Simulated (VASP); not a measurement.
# BN in VASP: further runs

The runs below take BN through single point, relaxation of the atoms, with PBE+D3(BJ).

Program: VASP 6.6.1. These are calculated values, not measurements. Logs are shortened: lines on timing, memory, paths and dates and some standing lists are left out, and cuts for length are marked.

## 1. The cell of the first run

The cell holds a slab with vacuum, 2 atoms: a = 2.509 Å, b = 2.509 Å, c = 20.000 Å, α = 90.00°, β = 90.00°, γ = 120.00°.

## 2. Single point, PBE+D3(BJ)

The input, INCAR:

```
SYSTEM = BN
PREC     = Accurate       ! precision mode
ENCUT    = 520            ! plane-wave cutoff, eV
EDIFF    = 1E-6           ! SCF threshold, eV
ISMEAR   = 0              ! smearing method
SIGMA    = 0.05           ! smearing width, eV
LREAL    = .False.        ! projectors in reciprocal space
LASPH    = .True.         ! aspherical terms in the spheres
NELM     = 120            ! most SCF steps
ALGO     = Normal         ! electronic algorithm
ISIF     = 2              ! what is computed and relaxed
LWAVE    = .False.        ! write WAVECAR
LCHARG   = .False.        ! write CHGCAR
LDIPOL   = .True.       
IDIPOL   = 3            
DIPOL    = 0.5 0.5 0.500
GGA      = PE             ! functional
IVDW     = 12             ! dispersion correction
NBANDS   = 11             ! bands
GGA_COMPAT= .False.      
NELMDL   = -8
```

The input, KPOINTS:

```
Automatic mesh
0
Gamma
  12 12 1
  0 0 0
```

The input, POSCAR:

```
BN
1.0
    2.5087198325      0.0000000000      0.0000000000
   -1.2543599162      2.1726151059      0.0000000000
    0.0000000000      0.0000000000     20.0000000422
B N
1 1
Direct
    0.6666666667      0.3333333333      0.5000000011
    0.3333333333      0.6666666667      0.4999999989
```

Potentials or basis: VASP PAW PBE potentials, release 64 (B, N).

On the command line:

```
> cat potpaw_PBE.64/B/POTCAR potpaw_PBE.64/N/POTCAR > POTCAR
> mpirun -np 1 vasp_std > vasp.out
```

OUTCAR:

```text
SYSTEM = BN
   PREC = Accurate
   ENCUT = 520
   EDIFF = 1E-6
   ISMEAR = 0
   LREAL = .False.
   LASPH = .True.
   NELM = 120
   ISIF = 2
   GGA = PE
   IVDW = 12
   NELMDL = -8
 IVDW          = 12

 ion  position               nearest neighbor table
   1  0.667  0.333  0.500-   2 1.45   2 1.45   2 1.45
   2  0.333  0.667  0.500-   1 1.45   1 1.45   1 1.45

  LATTYP: Found a hexagonal cell.
 ALAT       =     2.5087198325
 C/A-ratio  =     7.9721935399

  Lattice vectors:

 A1 = (   2.5087198325,   0.0000000000,   0.0000000000)
 A2 = (  -1.2543599162,   2.1726151059,   0.0000000000)
 A3 = (   0.0000000000,   0.0000000000,  20.0000000422)

Analysis of symmetry for initial positions (statically):
=====================================================================
 Subroutine PRICEL returns:
 Original cell was already a primitive cell.

 Routine SETGRP: Setting up the symmetry group for a
 hexagonal supercell.

 Subroutine GETGRP returns: Found 12 space group operations
 (whereof 12 operations were pure point group operations)
 out of a pool of 24 trial point group operations.

The static configuration has the point symmetry D_3h.

Analysis of symmetry for dynamics (positions and initial velocities):
=====================================================================
 Subroutine PRICEL returns:
 Original cell was already a primitive cell.

 Routine SETGRP: Setting up the symmetry group for a
 hexagonal supercell.

 Subroutine GETGRP returns: Found 12 space group operations
 (whereof 12 operations were pure point group operations)
 out of a pool of 24 trial point group operations.

The dynamic configuration has the point symmetry D_3h.

 Subroutine INISYM returns: Found 12 space group operations
 (whereof 12 operations are pure point group operations),
 and found     1 'primitive' translations

----------------------------------------------------------------------------------------

                                     Primitive cell

  volume of cell :     109.0097

  direct lattice vectors                    reciprocal lattice vectors
     2.508719833  0.000000000  0.000000000     0.398609676  0.230137404  0.000000000
    -1.254359916  2.172615106  0.000000000     0.000000000  0.460274808  0.000000000
     0.000000000  0.000000000 20.000000042     0.000000000  0.000000000  0.050000000

  length of vectors
     2.508719833  2.508719832 20.000000042     0.460274808  0.460274808  0.050000000

  position of ions in fractional coordinates (direct lattice)
     0.666666667  0.333333333  0.500000001
     0.333333333  0.666666667  0.499999999

  ion indices of the primitive-cell ions
   primitive index   ion index
                 1           1
                 2           2

----------------------------------------------------------------------------------------

 KPOINTS: Automatic mesh

Automatic generation of k-mesh.
 Grid dimensions read from file:
 generate k-points for:   12   12    1

 Generating k-lattice:

  Cartesian coordinates                     Fractional coordinates (reciprocal lattice)
     0.033217473  0.019178117  0.000000000     0.083333333  0.000000000  0.000000000
     0.000000000  0.038356234  0.000000000     0.000000000  0.083333333  0.000000000
     0.000000000  0.000000000  0.050000000     0.000000000  0.000000000  1.000000000

  Length of vectors
     0.038356234  0.038356234  0.050000000

  Shift w.r.t. Gamma in fractional coordinates (k-lattice)
     0.000000000  0.000000000  0.000000000

 Subroutine IBZKPT returns following result:
 ===========================================

 Found     19 irreducible k-points:

 Following reciprocal coordinates:
            Coordinates               Weight
  0.000000  0.000000  0.000000      1.000000
  0.083333  0.000000  0.000000      6.000000
  0.166667  0.000000  0.000000      6.000000
  0.250000  0.000000  0.000000      6.000000
  0.333333  0.000000  0.000000      6.000000
  0.416667  0.000000  0.000000      6.000000
[... 11 lines left out ...]
  0.333333  0.250000  0.000000     12.000000
  0.333333  0.333333  0.000000      2.000000
   k-points           NKPTS =     19   k-points in BZ     NKDIM =     19   number of bands    NBANDS=     11
   number of dos      NEDOS =    301   number of ions     NIONS =      2
   total plane-waves  NPLWV =  60000
   dimension x,y,z NGX =    20 NGY =   20 NGZ =  150
   dimension x,y,z NGXF=    40 NGYF=   40 NGZF=  300
   ions per type =               1   1
   NGX,Y,Z   is equivalent  to a cutoff of  13.25, 13.25, 12.47 a.u.
   NGXF,Y,Z  is equivalent  to a cutoff of  26.51, 26.51, 24.94 a.u.
 SYSTEM =  BN
   PREC   = accura    normal or accurate (medium, high low for compatibility)
   ISTART =      0    job   : 0-new  1-cont  2-samecut
   ICHARG =      2    charge: 1-file 2-atom 10-const
   ISPIN  =      1    spin polarized calculation?
   LNONCOLLINEAR =      F non collinear calculations
   LSORBIT =      F    spin-orbit coupling
   LASPH  =      T    aspherical Exc in radial PAW
   ENCUT  =  520.0 eV  38.22 Ry    6.18 a.u.   4.66  4.66 37.19*2*pi/ulx,y,z
   NELM   =    120;   NELMIN=  2; NELMDL= -8     # of ELM steps
   EDIFF  = 0.1E-05   stopping-criterion for ELM
   LREAL  =      F    real-space projection
   EDIFFG = 0.1E-04   stopping-criterion for IOM
   NSW    =      0    number of steps for IOM
   IBRION =     -1    ionic relax: 0-MD 1-quasi-New 2-CG
   NFREE  =      0    steps in history (QN), initial steepest desc. (CG)
   ISIF   =      2    stress and relaxation
   ISYM   =      2    0-nonsym 1-usesym 2-fastsym
   POTIM  = 0.5000    time-step for ionic-motion
   TEBEG  =    0.0;   TEEND  =   0.0 temperature during run
   PSTRESS=    0.0 pullay stress
   NELECT =       8.0000    total number of electrons
   NUPDOWN=      -1.0000    fix difference up-down
   EMIN   =  10.00;   EMAX   =-10.00  energy-range for DOS
   EFERMI =   0.00;   METHOD = LEGACY
   ISMEAR =     0;   SIGMA  =   0.05  broadening in eV -4-tet -1-fermi 0-gaus
   EFERMI_NEDOS =   21; number of points for ismear=-14 and -15
   IALGO  =     38    algorithm
   IMIX   =      4    mixing-type and parameters
     AMIX     =   0.40;   BMIX     =  1.00
     AMIX_MAG =   1.60;   BMIX_MAG =  1.00
  volume/ion in A,a.u.               =      54.50       367.82
  Fermi-wavevector in a.u.,A,eV,Ry     =   0.685409  1.295235  6.391821  0.469786
  Thomas-Fermi vector in A             =   1.765342
   LORBIT       =      0    0 simple, 1 ext, 2 COOP (PROOUT), +10 PAW based schemes
   GGA     = PE    functional components
   LHFCALC =     F    Hartree Fock is set to
   AEXX    =    0.0000 exact exchange contribution
   IVDW    =    12    specifies the selected vdW correction
   LEPSILON=     F    determine dielectric tensor
   LRPA    =     F    only Hartree local field effects (RPA)
 non-spin polarized calculation
 Gauss-broadening in eV      SIGMA  =   0.05
  energy-cutoff  :      520.00
  volume of cell :      109.01
 maximum number of plane-waves:      2979
 NGX is ok and might be reduce to    20
   NGX =  9   NGY =  9   NGZ = 75

 number of electron       7.9999999 magnetization

 dipolmoment           0.000000      0.000000      0.000000 electrons x Angstroem

 Free energy of the ion-electron system (eV)
  ---------------------------------------------------
  ext. energy  EPLUGINS =         0.00000000
  ---------------------------------------------------
  free energy    TOTEN  =       -17.60030326 eV

  energy without entropy =      -17.60030326  energy(sigma->0) =      -17.60030326

 E-fermi :  -4.2582     XC(G=0):  -2.1181

 val. band max:       -4.4696445533   @ k =   0.3333   0.3333   0.0000
 cond. band min:       0.2031076100   @ k =   0.3333   0.3333   0.0000
 fundamental gap:      4.6727521634
 Fermi energy:        -4.2582209258

 k-point     1 :       0.0000    0.0000    0.0000
  band No.  band energies     occupation
      1     -22.1077      2.00000
      2      -9.6903      2.00000
      3      -5.8173      2.00000
      4      -5.8173      2.00000
      5       0.2170      0.00000
      6       1.1253      0.00000
      7       1.4763      0.00000
      8       2.3985      0.00000
      9       2.7569      0.00000
     10       4.4362      0.00000
     11       4.9157      0.00000

 k-point     2 :       0.0833    0.0000    0.0000
  band No.  band energies     occupation
      1     -21.9746      2.00000
      2      -9.5116      2.00000
      3      -6.3755      2.00000
      4      -6.0742      2.00000
      5       0.4464      0.00000
      6       1.3366      0.00000
      7       1.6983      0.00000
      8       2.6098      0.00000
      9       2.9814      0.00000
     10       4.6260      0.00000
     11       5.1414      0.00000

 k-point     3 :       0.1667    0.0000    0.0000
  band No.  band energies     occupation
      1     -21.5828      2.00000
      2      -8.9837      2.00000
      3      -7.7822      2.00000
      4      -6.6998      2.00000
      5       1.1077      0.00000
      6       1.9597      0.00000
      7       2.3616      0.00000
      8       3.2303      0.00000
      9       3.6397      0.00000
     10       5.1113      0.00000
     11       5.7421      0.00000

 k-point     4 :       0.2500    0.0000    0.0000
  band No.  band energies     occupation
      1     -20.9595      2.00000
      2      -9.5627      2.00000
      3      -8.1367      2.00000
      4      -7.4250      2.00000
      5       2.1667      0.00000
      6       2.8822      0.00000
      7       3.4619      0.00000
      8       4.0821      0.00000
      9       4.6935      0.00000
     10       5.1362      0.00000
     11       6.2051      0.00000

 k-point     5 :       0.3333    0.0000    0.0000
  band No.  band energies     occupation
      1     -20.1736      2.00000
      2     -11.3351      2.00000
      3      -8.0480      2.00000
      4      -7.0477      2.00000
      5       2.5612      0.00000
      6       3.5677      0.00000
      7       4.8475      0.00000
      8       4.9830      0.00000
      9       5.7972      0.00000
     10       6.0479      0.00000
     11       6.6194      0.00000
[... 141 lines left out ...]
 k-point    16 :       0.4167    0.1667    0.0000
  band No.  band energies     occupation
      1     -18.7968      2.00000
      2     -13.0199      2.00000
      3      -9.9425      2.00000
      4      -5.0082      2.00000
      5       0.3613      0.00000
      6       7.0751      0.00000
      7       8.5539      0.00000
      8       8.6251      0.00000
      9       9.2547      0.00000
     10       9.7538      0.00000
     11      10.0712      0.00000

 k-point    17 :       0.2500    0.2500    0.0000
  band No.  band energies     occupation
      1     -19.1584      2.00000
      2     -12.0555      2.00000
      3     -10.3373      2.00000
      4      -5.5841      2.00000
      5       1.2498      0.00000
      6       5.9604      0.00000
      7       6.9575      0.00000
      8       7.4261      0.00000
      9       8.2047      0.00000
     10       8.5478      0.00000
     11       9.4412      0.00000

 k-point    18 :       0.3333    0.2500    0.0000
  band No.  band energies     occupation
      1     -18.6536      2.00000
      2     -12.5682      2.00000
      3     -10.9456      2.00000
      4      -4.7899      2.00000
      5       0.4273      0.00000
      6       7.7978      0.00000
      7       8.0761      0.00000
      8       9.3111      0.00000
      9       9.6781      0.00000
     10       9.7244      0.00000
     11      10.5302      0.00000

 k-point    19 :       0.3333    0.3333    0.0000
  band No.  band energies     occupation
      1     -18.4613      2.00000
      2     -12.3505      2.00000
      3     -11.6297      2.00000
      4      -4.4696      2.00000
      5       0.2031      0.00000
      6       7.8862      0.00000
      7       8.8422      0.00000
      8      10.1284      0.00000
      9      10.6596      0.00000
     10      11.4500      0.00000
     11      11.8186      0.00000

------------------------ aborting loop because EDIFF is reached ----------------------------------------

 vacuum level on the upper side and lower side of the slab       (xc-potential included)        -0.151        -0.151

 Edisp (eV)   -0.15422

 E8    (eV) :    -0.0495

  FORCE on cell =-STRESS in cart. coord.  units (eV):
  Direction    XX          YY          ZZ          XY          YZ          ZX
  --------------------------------------------------------------------------------------
  -------------------------------------------------------------------------------------
  Total       0.02289     0.02289    -0.01912     0.00000     0.00000     0.00000
  in kB       0.33640     0.33640    -0.28109     0.00000     0.00000     0.00000
  external pressure =        0.13 kB  Pullay stress =        0.00 kB

 VOLUME and BASIS-vectors are now :
 -----------------------------------------------------------------------------
  energy-cutoff  :      520.00
  volume of cell :      109.01
      direct lattice vectors                 reciprocal lattice vectors
     2.508719833  0.000000000  0.000000000     0.398609676  0.230137404  0.000000000
    -1.254359916  2.172615106  0.000000000     0.000000000  0.460274808  0.000000000
     0.000000000  0.000000000 20.000000042     0.000000000  0.000000000  0.050000000

 POSITION                                       TOTAL-FORCE (eV/Angst)
 -----------------------------------------------------------------------------------
      1.25436      0.72421     10.00000         0.000000      0.000000      0.000000
     -0.00000      1.44841     10.00000        -0.000000     -0.000000      0.000000
 -----------------------------------------------------------------------------------
    total drift:                                0.000000     -0.000000      0.000017

  FREE ENERGIE OF THE ION-ELECTRON SYSTEM (eV)
  ---------------------------------------------------
  free  energy   TOTEN  =       -17.7545260303 eV

  energy  without entropy=      -17.7545260303  energy(sigma->0) =      -17.75452603

 vacuum level on the upper side and lower side of the slab         1.266         1.266
```

Run time: 52 s. Hardware: 1 thread of Intel Xeon Platinum 8375C at 2.90GHz (Ice Lake), shared host; peak memory 0.23 GiB.

Results:

```yaml
Free_energy: -17.7545 eV
Band_gap_on_the_k_mesh: 4.67 eV
Dispersion_energy_per_atom: -0.077 eV
```

## 3. Single point, PBE+D3(BJ)

This run uses another cell than the first one.

The input, INCAR:

```
PREC = Accurate
ENCUT = 520
EDIFF = 1E-6
ISMEAR = 0
SIGMA = 0.05
LREAL = False
LASPH = True
NELM = 120
ALGO = Normal
ISIF = 2
LWAVE = False
LCHARG = True
LDIPOL = True
IDIPOL = 3
DIPOL = 0.5 0.5 0.500
GGA = PE
IVDW = 12
LELF = True
LVHAR = True
LVACPOTAV = True
NBANDS = 11
GGA_COMPAT = False
NELMDL = -8
```

The input, KPOINTS:

```
Automatic mesh
0
Gamma
  15 15 1
```

The input, POSCAR:

```
BN
1.0
    2.5039917000      0.0000000000      0.0000000000
   -1.2519958500      2.1685204300      0.0000000000
    0.0000000000      0.0000000000     20.0000000000
B N
1 1
Direct
    0.6666666700      0.3333333300      0.5000000000
    0.3333333300      0.6666666700      0.5000000000
```

Potentials or basis: VASP PAW PBE potentials, release 64 (B, N).

On the command line:

```
> cat potpaw_PBE.64/B/POTCAR potpaw_PBE.64/N/POTCAR > POTCAR
> mpirun -np 1 vasp_std > vasp.out
```

OUTCAR:

```text
PREC = Accurate
   ENCUT = 520
   EDIFF = 1E-6
   ISMEAR = 0
   LREAL = False
   LASPH = True
   NELM = 120
   ISIF = 2
   GGA = PE
   IVDW = 12
   NELMDL = -8
 IVDW          = 12

 ion  position               nearest neighbor table
   1  0.667  0.333  0.500-   2 1.45   2 1.45   2 1.45
   2  0.333  0.667  0.500-   1 1.45   1 1.45   1 1.45

  LATTYP: Found a hexagonal cell.
 ALAT       =     2.5039917000
 C/A-ratio  =     7.9872469226

  Lattice vectors:

 A1 = (   2.5039917000,   0.0000000000,   0.0000000000)
 A2 = (  -1.2519958500,   2.1685204300,   0.0000000000)
[... 529 lines left out ...]

  FORCE on cell =-STRESS in cart. coord.  units (eV):
  Direction    XX          YY          ZZ          XY          YZ          ZX
  --------------------------------------------------------------------------------------
  -------------------------------------------------------------------------------------
  Total       0.25266     0.25266    -0.01931     0.00000    -0.00000     0.00000
  in kB       3.72747     3.72747    -0.28494     0.00000    -0.00000     0.00000
  external pressure =        2.39 kB  Pullay stress =        0.00 kB

 VOLUME and BASIS-vectors are now :
 -----------------------------------------------------------------------------
  energy-cutoff  :      520.00
  volume of cell :      108.60
      direct lattice vectors                 reciprocal lattice vectors
     2.503991700  0.000000000  0.000000000     0.399362346  0.230571957  0.000000000
    -1.251995850  2.168520430  0.000000000     0.000000000  0.461143915  0.000000000
     0.000000000  0.000000000 20.000000000     0.000000000  0.000000000  0.050000000

 POSITION                                       TOTAL-FORCE (eV/Angst)
 -----------------------------------------------------------------------------------
      1.25200      0.72284     10.00000        -0.000000      0.000000      0.000000
     -0.00000      1.44568     10.00000         0.000000     -0.000000      0.000000
 -----------------------------------------------------------------------------------
    total drift:                                0.000008     -0.000005     -0.000000

  FREE ENERGIE OF THE ION-ELECTRON SYSTEM (eV)
  ---------------------------------------------------
  free  energy   TOTEN  =       -17.7539473829 eV

  energy  without entropy=      -17.7539473829  energy(sigma->0) =      -17.75394738

 vacuum level on the upper side and lower side of the slab         1.345         1.345
```

stdout:

```text
POSCAR found type information on POSCAR B N
 POSCAR found :  2 types and       2 ions
 scaLAPACK will be used
 LDA part: xc-table for (Slater+PW92), standard interpolation
 POSCAR, INCAR and KPOINTS ok, starting setup
 FFT: planning ... GRIDC
 FFT: planning ... GRID_SOFT
 FFT: planning ... GRID
 WAVECAR not read
 entering main loop
 -----------------------------------------------------------------------------
|                                                                             |
|           W    W    AA    RRRRR   N    N  II  N    N   GGGG   !!!           |
|           W    W   A  A   R    R  NN   N  II  NN   N  G    G  !!!           |
|           W    W  A    A  R    R  N N  N  II  N N  N  G       !!!           |
|           W WW W  AAAAAA  RRRRR   N  N N  II  N  N N  G  GGG   !            |
|           WW  WW  A    A  R   R   N   NN  II  N   NN  G    G                |
|           W    W  A    A  R    R  N    N  II  N    N   GGGG   !!!           |
|                                                                             |
|     Did not find any points to average over, which means that no vacuum     |
|     field-free region was found. Please increase the size of  your cell     |
|     in the dimension of the dipole correction to obtain accurate            |
|     workfunction values.                                                    |
|                                                                             |
 -----------------------------------------------------------------------------
```

Wall time 77 s (1 thread of Intel Xeon Platinum 8375C at 2.90GHz (Ice Lake), shared host); peak memory 0.24 GiB.

Results:

| Item | Value |
| --- | --- |
| Free energy | -17.7539 eV |
| Band gap on the k mesh | 4.68 eV (least direct gap 4.69 eV) |
| Dispersion energy per atom | -0.077 eV |

(Continued in part 2 of 3.)
